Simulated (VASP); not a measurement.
Crystal: ZrSn3O8.

```
Sn O Zr
1.0
     3.51608    0.00000    0.00000
     0.00000    7.23594    0.00000
     0.00000    0.00000    5.39494
Sn O Zr
3 8 1
Direct
  0.50000 0.25118 0.49402
  0.00000 0.00000 0.01094
  0.50000 0.74882 0.49402
  0.50000 0.00000 0.32702
  0.00000 0.24750 0.18062
  0.00000 0.25708 0.67939
  0.50000 0.00000 0.82611
  0.50000 0.50000 0.31443
  0.00000 0.75250 0.18062
  0.00000 0.74292 0.67939
  0.50000 0.50000 0.81669
  0.00000 0.50000 0.99675
```

Base run:

* Program: VASP 6.6.1
* Functional: PBE
* Potentials or basis: VASP PAW PBE potentials, release 64 (Sn_d, O, Zr_sv)
* Cutoff: 520 eV
* k mesh: 8 × 4 × 6
* Occupations: fermi-dirac, width 0.02 eV
* Spin: no spin polarisation

Its results: band gap on the k mesh 1.81 eV (least direct gap 1.87 eV); pressure 7.6 GPa; largest force 0.356 eV/Å.

Task: The run is repeated on the same cell with these changes: functional from PBE to r2SCAN; occupations from fermi-dirac, width 0.02 eV to gaussian, width 0.01 eV. What comes out?

Result: Band gap on the k mesh 2.42 eV (least direct gap 2.47 eV); pressure 1.0 GPa; largest force 0.079 eV/Å.

Caveats: spin-orbit coupling is left out, which moves the levels of the heavy elements; the cell stands under pressure (at least some runs); the PAW data sets were made with another functional, which shifts forces and pressure a little (at least some runs).

A k mesh can miss the band edges.
